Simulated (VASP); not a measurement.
The system is GaN.

```
Ga N
1.0
     0.00000    2.13403    2.13403
     2.13403    0.00000    2.13403
     2.13403    2.13403    0.00000
Ga N
1 1
Direct
  0.50000 0.50000 0.50000
  0.00000 0.00000 0.00000
```

```yaml
Program: VASP 6.6.1
Task: relaxation of cell and atoms
Functional: LDA
Potentials_or_basis: VASP PAW LDA potentials, release 64 (Ga_d, N)
Cutoff: 600 eV
k_mesh: 10 × 10 × 10
Occupations: fermi-dirac, width 0.02 eV
Spin: no spin polarisation
```

At the start: pressure -12.4 GPa; volume 9.72 Å³/atom.

Task: Where does the relaxation end?

Result: Over 6 steps the energy falls by 21.8 meV/atom and the volume is 9.18 Å³/atom (-5.5 %); space group Fm-3m (No. 225, to 0.05 Å).

The path:
```
step  energy change (eV)  largest force (eV/Å)  pressure (GPa)  volume (Å³)
   1              0.0000                0.0000          -12.42        19.44
   2              0.0006                0.0000           15.33        17.39
   3             -0.0436                0.0000           -0.15        18.38
   4             -0.0436                0.0000            0.20        18.36
   5             -0.0436                0.0000           -0.30        18.38
   6             -0.0436                0.0000            0.04        18.37
```

Final structure:
```xyz
2
Lattice="0.0000 2.0941 2.0941 2.0941 0.0000 2.0941 2.0941 2.0941 0.0000" Properties=species:S:1:pos:R:3 pbc="T T T"
Ga    2.0941    2.0941    2.0941
N     0.0000    2.0941    2.0941
```
